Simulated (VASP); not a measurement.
Here is a VASP 6.6.1 calculation.

Contents of INCAR:

```
SYSTEM = AlN
  PREC = Accurate
  ENCUT = 520
  EDIFF = 1E-6
  ISMEAR = 0
  SIGMA = 0.01
  LREAL = .FALSE.
  LASPH = .TRUE.
  NELM = 60
  ALGO = Normal
  ISIF = 2
  LWAVE = .FALSE.
  LCHARG = .TRUE.
  GGA = PS
  LELF = .TRUE.
  LVHAR = .TRUE.
  NBANDS = 16
```

KPOINTS

```
regular mesh
0
G
  12 12 6
  0 0 0
```

POSCAR

```
AlN
1.0
    3.3016035838      0.0000000000      0.0000000000
   -1.6508017919      2.8592725768      0.0000000000
    0.0000000000      0.0000000000      4.1409925849
Al N
2 2
Direct
    0.3333333333      0.6666666667      0.7500000000
    0.6666666667      0.3333333333      0.2500000000
    0.3333333333      0.6666666667      0.2500000000
    0.6666666667      0.3333333333      0.7500000000
```

Potentials or basis: VASP PAW PBE potentials, release 64 (Al, N).

Run with:

```console
$ cat potpaw_PBE.64/Al/POTCAR potpaw_PBE.64/N/POTCAR > POTCAR
$ mpirun -np 1 vasp_std > vasp.out
```

Q: Estimate the pressure.

A: -0.1 GPa.

Q: Predict the band gap on the k mesh.

A: 3.34 eV, direct.

Caveat: the PAW data sets were made with another functional, which shifts forces and pressure a little. Expect the measured gap to be larger: semilocal functionals such as PBEsol lack the derivative discontinuity.
